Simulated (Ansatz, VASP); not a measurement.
Al3Cu in VASP and in Ansatz

```
Al Cu
1.0
     3.84833    0.00000    0.00000
     0.00000    4.13127    0.00000
     0.00000    0.00000    3.58504
Al Cu
3 1
Direct
  0.00000 0.50000 0.50000
  0.50000 0.00000 0.50000
  0.50000 0.50000 0.00000
  0.00000 0.00000 0.00000
```

Change from the starting cell: strain +e along x and -e along y -0.0367, strain +e along z and -e/2 along x and y -0.0700.

Alike in both runs: task single point; functional LDA; k mesh 10 × 10 × 10; occupations gaussian, width 0.15 eV; no spin polarisation.

|  | VASP | Ansatz |
| --- | --- | --- |
| version | VASP 6.6.1 | Ansatz 0.2.0 |
| potentials or method | VASP PAW LDA potentials, release 64 (Al, Cu), cutoff 520 eV | scalar-relativistic, plane waves, PAW |
| valence electrons in the cell | 20 | 28 |

```csv
,VASP,Ansatz,Ansatz less VASP
gap on the k mesh at the Fermi level (eV),none,none,-
pressure (GPa),1.6,1.2,-0.36
"traceless stress, the component that is largest in VASP (GPa)",-6.74,-6.71,+0.028
```

Ansatz warns that its potentials were made for another functional, while VASP's fit it. LDA's correlation is that of Perdew and Zunger in VASP and of Perdew and Wang (1992) in Ansatz. A gap of «none» marks a metal or a gap that the smearing closes. VASP's potentials hold 20 valence electrons a cell and Ansatz's 28, so a difference there can come from the potentials and not from the codes.
